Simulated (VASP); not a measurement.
Wanted: the native input for a VASP 6.6.1 run.

* Task: density of states
* Functional: PBEsol
* Potentials or basis: VASP PAW PBE potentials, release 64 (Cs_sv)
* Cutoff: 520 eV
* k mesh: 10 × 10 × 10
* Occupations: gaussian, width 0.1 eV
* Spin: no spin polarisation
* Dipole correction: no
* k mesh for the DOS: 15 × 15 × 15
* Occupations for the DOS: tetrahedron
* Further INCAR settings: ALGO = Fast; EDIFF = 1e-06; NBANDS = 10

Crystal: Cs.

```
Cs
1.0
    -3.00517    3.00517    3.00517
     3.00517   -3.00517    3.00517
     3.00517    3.00517   -3.00517
Cs
1
Direct
  0.00000 0.00000 0.00000
```

These files were run (other wordings do the same):

POSCAR

```
Cs
1.0
   -3.0051692852      3.0051692852      3.0051692852
    3.0051692852     -3.0051692852      3.0051692852
    3.0051692852      3.0051692852     -3.0051692852
Cs
1
Direct
    0.0000000000      0.0000000000      0.0000000000
```

INCAR.step1

```
SYSTEM = Cs
  PREC = Accurate
  ENCUT = 520
  EDIFF = 1E-6
  ISMEAR = 0
  SIGMA = 0.1
  LREAL = .FALSE.
  LASPH = .TRUE.
  NELM = 60
  ALGO = Fast
  ISIF = 2
  LWAVE = .FALSE.
  LCHARG = .TRUE.
  GGA = PS
  NBANDS = 10
```

KPOINTS.step1

```
Automatic mesh
0
G
  10 10 10
  0 0 0
```

INCAR.step2

```
SYSTEM = Cs
  PREC = Accurate
  ENCUT = 520
  EDIFF = 1E-6
  ISMEAR = -5
  SIGMA = 0.1
  LREAL = .FALSE.
  LASPH = .TRUE.
  NELM = 60
  ALGO = Fast
  ISIF = 2
  LWAVE = .FALSE.
  LCHARG = .FALSE.
  GGA = PS
  LORBIT = 10
  NBANDS = 10
  NEDOS = 1001
  ICHARG = 11
```

KPOINTS.step2

```
Automatic mesh
0
G
  15 15 15
  0 0 0
```

Potentials or basis: VASP PAW PBE potentials, release 64 (Cs_sv).

Launch:

```bash
$ cat potpaw_PBE.64/Cs_sv/POTCAR > POTCAR
$ cp INCAR.step1 INCAR
$ cp KPOINTS.step1 KPOINTS
$ mpirun -np 1 vasp_std > vasp.out
$ cp INCAR.step2 INCAR
$ cp KPOINTS.step2 KPOINTS
$ mpirun -np 1 vasp_std > vasp.out
```

Results of the run:

```yaml
Valence_electrons_inside_the_program's_atomic_spheres: Cs 6.55
```

Caveat: spin-orbit coupling is left out, which moves the levels of the heavy elements.

Wall time 62 s on 1 thread of Intel(R) Xeon(R) Platinum 8488C (Sapphire Rapids), on a shared host, peak memory 0.31 GiB.
